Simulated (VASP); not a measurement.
Set up this calculation in VASP 6.6.1, as the native input.

```
Task                   : single point
Functional             : PBE
Potentials or basis    : VASP PAW PBE potentials, release 64 (Ge_d)
Cutoff                 : 520 eV
k mesh                 : 10 × 6 × 6
Occupations            : gaussian, width 0.15 eV
Spin                   : no spin polarisation
Dipole correction      : no
Further INCAR settings : ALGO = Fast; EDIFF = 1e-07; NBANDS = 66
```

The structure of Ge lies in POSCAR:

```
Ge
1.0
   -4.0584862901      0.0000000000      0.0000000000
    0.0000000000      0.0000000000     -6.6930647500
    0.0000000000     -7.0295044562      0.0000000000
Ge
8
Direct
    0.0000000000      0.9372088633      0.3445290016
    0.5000000000      0.9372088633      0.8445290016
    0.5000000000      0.4372088633      0.1554709984
    0.0000000000      0.4372088633      0.6554709984
    0.0000000000      0.5627911367      0.3221376650
    0.5000000000      0.5627911367      0.8221376650
    0.5000000000      0.0627911367      0.1778623350
    0.0000000000      0.0627911367      0.6778623350
```

This cell differs from its parent crystal: atoms displaced along a vibrational mode.

One way to write it, as run:

INCAR

```
SYSTEM = Ge
  PREC = Accurate
  ENCUT = 520
  EDIFF = 1E-7
  ISMEAR = 0
  SIGMA = 0.15
  LREAL = .False.
  LASPH = .True.
  NELM = 60
  ALGO = Fast
  ISIF = 2
  LWAVE = .False.
  LCHARG = .False.
  GGA = PE
  NBANDS = 66
```

KPOINTS

```
regular mesh
0
Gamma
  10 6 6
  0 0 0
```

Potentials or basis: VASP PAW PBE potentials, release 64 (Ge_d).

The run is started by

```console
$ cat potpaw_PBE.64/Ge_d/POTCAR > POTCAR
$ mpirun -np 1 vasp_std > vasp.out
```

It gave:

```json
{"Pressure": "-0.1 GPa", "Largest force": "0.071 eV/Å", "Band gap on the k mesh": "0.05 eV"}
```

Caveat: the cell differs from its parent crystal (atoms displaced along a vibrational mode); the smearing spreads over this small gap.

Wall time 41 min on 1 thread of Oxide Virtual Turin-like Processor, with other jobs on the host, peak memory 0.78 GiB.
